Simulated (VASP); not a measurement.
Here is a VASP 6.6.1 calculation.

Contents of INCAR:

```
PREC = Accurate
ENCUT = 520
EDIFF = 1E-7
ISMEAR = 0
SIGMA = 0.1
LREAL = F
LASPH = T
NELM = 60
ALGO = Normal
ISIF = 2
LWAVE = F
LCHARG = T
GGA = PS
LELF = T
LVHAR = T
NBANDS = 24
```

File KPOINTS:

```
regular mesh
0
Gamma
  1 1 1
```

Contents of POSCAR:

```
AlNi3
1.0
    0.0091803197      2.8086990902      2.8014686452
    2.8035150590      0.0061289969      2.8045199680
    2.8105818206      2.8188171747     -0.0009377647
Al Ni
1 3
Direct
    0.5179937806      0.4754529908      0.4812022906
    0.2347094222      0.2129657574      0.2359009799
    0.0527018359     -0.0376585175      0.0301498793
    0.7728995969      0.7206613382      0.8016672262
```

Potentials or basis: VASP PAW PBE potentials, release 64 (Al, Ni).

The run is started by

```bash
$ cat potpaw_PBE.64/Al/POTCAR potpaw_PBE.64/Ni/POTCAR > POTCAR
$ mpirun -np 1 vasp_gam > vasp.out
```

Problem. Predict the band gap on the k mesh.

Solution. Zero (an odd number of electrons rules out a gap without spin polarisation).

Problem. Predict the pressure.

Solution. 9.7 GPa.

Problem. Estimate the largest force.

Solution. 2.160 eV/Å.

Stress tensor (GPa, compression positive):
```
  7.37  -4.35 -11.75
 -4.35  15.58  13.24
-11.75  13.24   6.08
```

Caveat: the k points lie up to 1.94 Å⁻¹ apart, too coarse for converged energies and pressures of a metal; the PAW data sets were made with another functional, which shifts forces and pressure a little. Spin polarisation is off, so any magnetic state and its effect on volume and gap are missing.
